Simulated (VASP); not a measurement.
A run of VASP 6.6.1 is set up as follows.

Contents of INCAR:

```
PREC = Accurate
ENCUT = 500
EDIFF = 1E-6
ISMEAR = 0
SIGMA = 0.01
LREAL = F
LASPH = T
NELM = 120
ALGO = Normal
ISIF = 2
LWAVE = F
LCHARG = F
GGA = PS
NBANDS = 16
GGA_COMPAT = F
```

The input KPOINTS:

```
regular mesh
0
Gamma
  6 6 6
```

The input POSCAR:

```
CdTe
1.0
    0.0000000000      3.1395734784      3.1395734784
    3.1395734784      0.0000000000      3.1395734784
    3.1395734784      3.1395734784      0.0000000000
Cd Te
1 1
Direct
    0.0000000000      0.0000000000      0.0000000000
    0.2500000000      0.2500000000      0.2500000000
```

Potentials or basis: VASP PAW PBE potentials, release 64 (Cd, Te).

Run with:

```bash
$ cat potpaw_PBE.64/Cd/POTCAR potpaw_PBE.64/Te/POTCAR > POTCAR
$ mpirun -np 1 vasp_std > vasp.out
```

Predict the pressure.

5.4 GPa.

Estimate the band gap on the k mesh.

0.95 eV, direct.

Caveat: the PAW data sets were made with another functional, which shifts forces and pressure a little; spin-orbit coupling is left out, which moves the levels of the heavy elements. Expect the measured gap to be larger: semilocal functionals such as PBEsol lack the derivative discontinuity.
